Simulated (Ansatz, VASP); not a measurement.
One calculation of Pt, two programs

File INCAR:

```
SYSTEM = Pt
PREC     = Accurate       ! precision mode
ENCUT    = 520            ! plane-wave cutoff, eV
EDIFF    = 1E-6           ! SCF threshold, eV
ISMEAR   = 0              ! smearing method
SIGMA    = 0.15           ! smearing width, eV
LREAL    = .FALSE.        ! projectors in reciprocal space
LASPH    = .TRUE.         ! aspherical terms in the spheres
NELM     = 80             ! most SCF steps
ALGO     = Fast           ! electronic algorithm
ISIF     = 2              ! what is computed and relaxed
LWAVE    = .FALSE.        ! write WAVECAR
LCHARG   = .TRUE.         ! write CHGCAR
GGA      = CA             ! functional
LELF     = .TRUE.         ! ELF
LVHAR    = .TRUE.       
NBANDS   = 11             ! bands
```

KPOINTS

```
regular mesh
0
G
  22 22 22
  0 0 0
```

The input POSCAR:

```
Pt
1.0
    0.0000000000      2.0452575539      1.9227466264
    2.0452575539      0.0000000000      1.9227466264
    2.0452575539      2.0452575539      0.0000000000
Pt
1
Direct
    0.0000000000      0.0000000000      0.0000000000
```

Input for Ansatz:

```yaml
crystal:
  lattice:
    - [0.0, 2.0452575539, 1.9227466264]
    - [2.0452575539, 0.0, 1.9227466264]
    - [2.0452575539, 2.0452575539, 0.0]
  atoms:
    - { symbol: Pt, position: [0.0, 0.0, 0.0] }
basis:
  ecutwfc: 420
kpoints:
  mp_grid: { grid: [22, 22, 22] }
hamiltonian:
  xc: lda
scf:
  occupations: { method: gaussian, width: 0.15 }
output:
  forces: true
  stress: true
  eigenvalues: true
```

Alike in both runs: task single point; functional LDA; k mesh 22 × 22 × 22; occupations gaussian, width 0.15 eV; no spin polarisation.

|  | VASP | Ansatz |
| --- | --- | --- |
| version | VASP 6.6.1 | Ansatz 0.2.0 |
| potentials or method | VASP PAW LDA potentials, release 64 (Pt), cutoff 520 eV | scalar-relativistic, plane waves, PAW |
| valence electrons in the cell | 10 | 18 |

Ansatz gave:

| Item | Value |
| --- | --- |
| gap on the k mesh at the Fermi level (eV) | none |
| pressure (GPa) | -20.6 |
| traceless stress, the component that is largest in VASP (GPa) | 2.43 |

Estimate VASP's values.

gap on the k mesh at the Fermi level (eV): none; pressure (GPa): -20.1; traceless stress, the component that is largest in VASP (GPa): 2.45.

LDA's correlation is that of Perdew and Zunger in VASP and of Perdew and Wang (1992) in Ansatz. A gap of «none» marks a metal or a gap that the smearing closes. VASP's potentials hold 10 valence electrons a cell and Ansatz's 18, so a difference there can come from the potentials and not from the codes.

Spin-orbit coupling is off throughout.
